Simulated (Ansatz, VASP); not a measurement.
# One calculation of InSe, two programs

Contents of INCAR:

```
SYSTEM = InSe
PREC = Accurate ; ENCUT = 520
EDIFF = 1E-7 ; ISMEAR = 0
SIGMA = 0.05 ; LREAL = .False.
LASPH = .True. ; NELM = 100
ALGO = Normal ; ISIF = 2
LWAVE = .False. ; LCHARG = .True.
LDIPOL = .True. ; IDIPOL = 3
DIPOL = 0.5 0.5 0.405 ; GGA = PE
IVDW = 12 ; LELF = .True.
LVHAR = .True. ; LVACPOTAV = .True.
NBANDS = 48
```

KPOINTS

```
Automatic mesh
0
Gamma
  9 9 1
  0 0 0
```

File POSCAR:

```
InSe
1.0
    4.0266103640      0.0000000000      0.0000000000
   -2.0133051820      3.4871468663      0.0000000000
    0.0000000000      0.0000000000     28.2707108021
Se In
4 4
Direct
    0.0000000000      0.0000000000      0.1591753399
    0.0000000000      0.0000000000      0.3496677346
    0.0000000000      0.4444444444      0.4596755806
    0.0000000000      0.4444444444      0.6501679753
    0.6666666667      0.3333333333      0.2049979895
    0.6666666667      0.3333333333      0.3038451603
    0.6666666667      0.7777777778      0.5054982302
    0.6666666667      0.7777777778      0.6043454010
```

Input for Ansatz:

```yaml
crystal:
  lattice:
    - [4.026610364, 0.0, 0.0]
    - [-2.013305182, 3.4871468663, 0.0]
    - [0.0, 0.0, 28.2707108021]
  atoms:
    - { symbol: Se, position: [0.0, 0.0, 0.1591753399] }
    - { symbol: In, position: [0.6666666667, 0.3333333333, 0.2049979895] }
    - { symbol: In, position: [0.6666666667, 0.3333333333, 0.3038451603] }
    - { symbol: Se, position: [0.0, 0.0, 0.3496677346] }
    - { symbol: Se, position: [0.0, 0.4444444444, 0.4596755806] }
    - { symbol: In, position: [0.6666666667, 0.7777777778, 0.5054982302] }
    - { symbol: In, position: [0.6666666667, 0.7777777778, 0.604345401] }
    - { symbol: Se, position: [0.0, 0.4444444444, 0.6501679753] }
basis:
  ecutwfc: 420
kpoints:
  mp_grid: { grid: [9, 9, 1] }
hamiltonian:
  xc: pbe
  pseudopotentials: { kind: paw, azcp: { folder: soft_1 } }
  dispersion: d3bj
scf:
  occupations: { method: gaussian, width: 0.05 }
output:
  forces: true
  eigenvalues: true
efield:
  axis: 3
  dipole_correction: true
  ramp_width: 0.04
```

Alike in both runs: task single point; functional PBE; dispersion D3(BJ); k mesh 9 × 9 × 1; occupations gaussian, width 0.05 eV; no spin polarisation.

```csv
,VASP,Ansatz
version,VASP 6.6.1,Ansatz 0.2.0
potentials or method,"VASP PAW PBE potentials, release 64 (Se, In_d), cutoff 520 eV","scalar-relativistic, plane waves, PAW"
valence electrons in the cell,76,116
```

Ansatz gave:

| Item | Value |
| --- | --- |
| gap on the k mesh at the Fermi level (eV) | 1.08 |
| least direct gap on the mesh (eV) | 1.14 |
| rms of the force components (eV/Å) | 0.017 |

What did VASP give for the same quantities?

gap on the k mesh at the Fermi level (eV): 1.07; least direct gap on the mesh (eV): 1.13; rms of the force components (eV/Å): 0.016.

VASP's potentials hold 76 valence electrons a cell and Ansatz's 116, so a difference there can come from the potentials and not from the codes.
